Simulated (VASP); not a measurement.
# Zr2Mo (Fd-3m) in VASP: further runs, part 2 of 2

VASP 6.6.1. Earlier steps stand in the parts before.

**5. Single point, PBE**

The input, INCAR:

```
PREC = Accurate
ENCUT = 520
EDIFF = 1E-6
ISMEAR = 0
SIGMA = 0.1
LREAL = F
LASPH = T
NELM = 80
ALGO = Fast
ISIF = 2
LWAVE = F
LCHARG = F
GGA = PE
NBANDS = 47
```

The input, KPOINTS:

```
regular mesh
0
Gamma
  8 8 8
```

The input, POSCAR:

```
Zr2Mo
1.0
    0.0000000000      3.9483515493      3.9483515493
    3.9483515493      0.0000000000      3.9483515493
    3.9483515493      3.9483515493      0.0000000000
Zr Mo
4 2
Direct
    0.1250000000      0.1250000000      0.1250000000
    0.6250000000      0.1250000000      0.1250000000
    0.1250000000      0.1250000000      0.6250000000
    0.1250000000      0.6250000000      0.1250000000
    0.5000000000      0.5000000000      0.5000000000
    0.7500000000      0.7500000000      0.7500000000
```

Potentials or basis: VASP PAW PBE potentials, release 64 (Zr_sv, Mo_sv).

Launch:

```sh
$ cat potpaw_PBE.64/Zr_sv/POTCAR potpaw_PBE.64/Mo_sv/POTCAR > POTCAR
$ mpirun -np 1 vasp_std > vasp.out
```

OUTCAR:

```text
PREC = Accurate
   ENCUT = 520
   EDIFF = 1E-6
   ISMEAR = 0
   LREAL = F
   LASPH = T
   NELM = 80
   ISIF = 2
   GGA = PE

 ion  position               nearest neighbor table
   1  0.125  0.125  0.125-   2 2.79   3 2.79   4 2.79   3 2.79   4 2.79   2 2.79   6 3.27   5 3.27
                             6 3.27   5 3.27   6 3.27   5 3.27
   2  0.625  0.125  0.125-   1 2.79   3 2.79   4 2.79   1 2.79   3 2.79   4 2.79   5 3.27   6 3.27
                             5 3.27   5 3.27   6 3.27   6 3.27
   3  0.125  0.125  0.625-   1 2.79   1 2.79   2 2.79   4 2.79   4 2.79   2 2.79   6 3.27   5 3.27
                             6 3.27   5 3.27   6 3.27   5 3.27
   4  0.125  0.625  0.125-   1 2.79   3 2.79   1 2.79   2 2.79   3 2.79   2 2.79   5 3.27   6 3.27
                             5 3.27   6 3.27   6 3.27   5 3.27
   5  0.500  0.500  0.500-   1 3.27   3 3.27   4 3.27   1 3.27   2 3.27   3 3.27   1 3.27   2 3.27
                             4 3.27   2 3.27   3 3.27   4 3.27   6 3.42   6 3.42   6 3.42   6 3.42
   6  0.750  0.750  0.750-   2 3.27   3 3.27   4 3.27   1 3.27   2 3.27   4 3.27   1 3.27   2 3.27
                             3 3.27   1 3.27   3 3.27   4 3.27   5 3.42   5 3.42   5 3.42   5 3.42

  LATTYP: Found a face centered cubic cell.
 ALAT       =     7.8967030986

  Lattice vectors:

 A1 = (   0.0000000000,   3.9483515493,   3.9483515493)
 A2 = (   3.9483515493,   0.0000000000,   3.9483515493)
 A3 = (   3.9483515493,   3.9483515493,   0.0000000000)

Analysis of symmetry for initial positions (statically):
=====================================================================
 Subroutine PRICEL returns:
 Original cell was already a primitive cell.

 Routine SETGRP: Setting up the symmetry group for a
 face centered cubic supercell.

 Subroutine GETGRP returns: Found 48 space group operations
 (whereof 24 operations were pure point group operations)
 out of a pool of 48 trial point group operations.

The static configuration has the point symmetry T_d .
 The point group associated with its full space group is O_h .

Analysis of symmetry for dynamics (positions and initial velocities):
=====================================================================
 Subroutine PRICEL returns:
 Original cell was already a primitive cell.

[... 145 lines left out ...]
   LEPSILON=     F    determine dielectric tensor
   LRPA    =     F    only Hartree local field effects (RPA)
 non-spin polarized calculation
 RMM-DIIS sequential band-by-band and
 Gauss-broadening in eV      SIGMA  =   0.10
  energy-cutoff  :      520.00
  volume of cell :      123.11
 maximum number of plane-waves:      3339
 NGX is ok and might be reduce to    42
   NGX = 21   NGY = 21   NGZ = 21

 number of electron      75.9999999 magnetization

 Free energy of the ion-electron system (eV)
  ---------------------------------------------------
  ext. energy  EPLUGINS =         0.00000000
  ---------------------------------------------------
  free energy    TOTEN  =       -51.74519198 eV

  energy without entropy =      -51.68983247  energy(sigma->0) =      -51.71751222

 E-fermi :   9.2870     XC(G=0): -11.7185

 val. band max:        9.2841538964   @ k =   0.5000   0.3750   0.1250
 cond. band min:       9.3168953448   @ k =   0.3750   0.3750   0.0000
 fundamental gap:      0.0327414484
 Fermi energy:         9.2869819639

 k-point     1 :       0.0000    0.0000    0.0000
  band No.  band energies     occupation
      1     -51.4302      2.00000
      2     -51.4180      2.00000
      3     -38.9689      2.00000
      4     -38.5237      2.00000
      5     -38.5237      2.00000
      6     -38.5237      2.00000
[... 1189 lines left out ...]
     46      11.5958      0.00000
     47      11.8406      0.00000

 [... further k-points ...]

------------------------ aborting loop because EDIFF is reached ----------------------------------------

  FORCE on cell =-STRESS in cart. coord.  units (eV):
  Direction    XX          YY          ZZ          XY          YZ          ZX
  --------------------------------------------------------------------------------------
  -------------------------------------------------------------------------------------
  Total        0.0883124      0.0883124      0.0883124      0.0000000      0.0000000      0.0000000
  in kB        1.1493565      1.1493565      1.1493565      0.0000000      0.0000000      0.0000000
  external PRESSURE =       1.1493565 kB  Pullay stress =       0.0000000 kB

 VOLUME and BASIS-vectors are now :
 -----------------------------------------------------------------------------
  energy-cutoff  :      520.00
  volume of cell :      123.11
      direct lattice vectors                 reciprocal lattice vectors
     0.000000000  3.948351549  3.948351549    -0.126635127  0.126635127  0.126635127
     3.948351549  0.000000000  3.948351549     0.126635127 -0.126635127  0.126635127
     3.948351549  3.948351549  0.000000000     0.126635127  0.126635127 -0.126635127

 POSITION                                       TOTAL-FORCE (eV/Angst)
 -----------------------------------------------------------------------------------
      0.98709      0.98709      0.98709        -0.000000     -0.000000      0.000000
      0.98709      2.96126      2.96126         0.000000     -0.000000      0.000000
      2.96126      2.96126      0.98709         0.000000     -0.000000      0.000000
      2.96126      0.98709      2.96126         0.000000     -0.000000      0.000000
      3.94835      3.94835      3.94835        -0.000000     -0.000000     -0.000000
      5.92253      5.92253      5.92253         0.000000      0.000000      0.000000
 -----------------------------------------------------------------------------------
    total drift:                               -0.000000     -0.000000      0.000000

  FREE ENERGIE OF THE ION-ELECTRON SYSTEM (eV)
  ---------------------------------------------------
  free  energy   TOTEN  =       -51.7451919778 eV

  energy  without entropy=      -51.6898324712  energy(sigma->0) =      -51.71751222
```

Run time: 5.6 min. Hardware: 1 thread of Intel Xeon 6975P-C (Granite Rapids), shared host; peak memory 0.32 GiB.

What came out:

* Free energy: -51.7452 eV
* Pressure: 0.1 GPa
* Band gap on the k mesh: zero (bands 38 and 39 overlap by 0.35 eV)

Levels at points of the mesh, in eV from the Fermi level:
```csv
k point,band 36,band 37,band 38,band 39,band 40,band 41
"(0.00, 0.00, 0.00)",-0.74,-0.15,-0.15,-0.15,0.93,0.93
"(0.50, 0.00, 0.00)",-0.24,-0.10,0.19,0.19,0.37,0.37
"(0.50, 0.50, 0.00)",-0.73,-0.20,-0.20,0.54,0.54,0.92
```

**6. The runs side by side**

| task | cell | k mesh | cutoff (eV) | gap on the mesh (eV) | pressure (GPa) |
| --- | --- | --- | --- | --- | --- |
| single point | a = 5.585 Å, angles 60.0°, 6 atoms | 4 × 4 × 4 | 520 | none | 0.2 |
| relaxation of cell and atoms | relaxed from a = 5.126 Å, angles 60.0°, 6 atoms | 4 × 4 × 4 | 600 | none | 0.1 |
| single point | a = 5.584 Å, angles 60.0°, 6 atoms | 8 × 8 × 8 | 520 | none | 0.1 |

Alike in all rows: level PBE; potentials or basis VASP PAW PBE potentials, release 64 (Zr_sv, Mo_sv); no spin polarisation; smearing gaussian 0.1 eV.

Caveats: some runs use coarse meshes.

Total energies depend on the potentials used, so only differences within one code and one set of settings carry meaning.
